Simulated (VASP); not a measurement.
Set up this calculation in VASP 6.6.1, as the native input.

```
Task                   : single point
Functional             : PBE
Potentials or basis    : VASP PAW PBE potentials, release 64 (Li_sv, W_sv)
Cutoff                 : 750 eV
k mesh                 : 7 × 7 × 7
Occupations            : methfessel-paxton, width 0.05 eV
Spin                   : no spin polarisation
Dipole correction      : no
Further INCAR settings : ALGO = Normal; EDIFF = 1e-06; NBANDS = 16
```

The structure of LiW lies in POSCAR:

```
LiW
1.0
    2.9791144062      0.0000000000      0.0000000000
    0.0000000000      2.9791144062      0.0000000000
    0.0000000000      0.0000000000      2.9791144062
Li W
1 1
Direct
    0.0000000000      0.0000000000      0.0000000000
    0.5000000000      0.5000000000      0.5000000000
```

These files were run (other wordings do the same):

INCAR

```
SYSTEM = LiW
PREC = Accurate
ENCUT = 750
EDIFF = 1E-6
ISMEAR = 1
SIGMA = 0.05
LREAL = .FALSE.
LASPH = .TRUE.
NELM = 120
ALGO = Normal
ISIF = 2
LWAVE = .FALSE.
LCHARG = .FALSE.
GGA = PE
NBANDS = 16
GGA_COMPAT = .FALSE.
```

KPOINTS

```
regular mesh
0
G
  7 7 7
  0 0 0
```

Potentials or basis: VASP PAW PBE potentials, release 64 (Li_sv, W_sv).

The run is started by

```bash
$ cat potpaw_PBE.64/Li_sv/POTCAR potpaw_PBE.64/W_sv/POTCAR > POTCAR
$ mpirun -np 1 vasp_std > vasp.out
```

Results of the run:

The pressure is 0.0 GPa.

Run time: 13 s on 1 thread of Intel Xeon 8259CL, with other jobs on the host, peak memory 0.16 GiB.
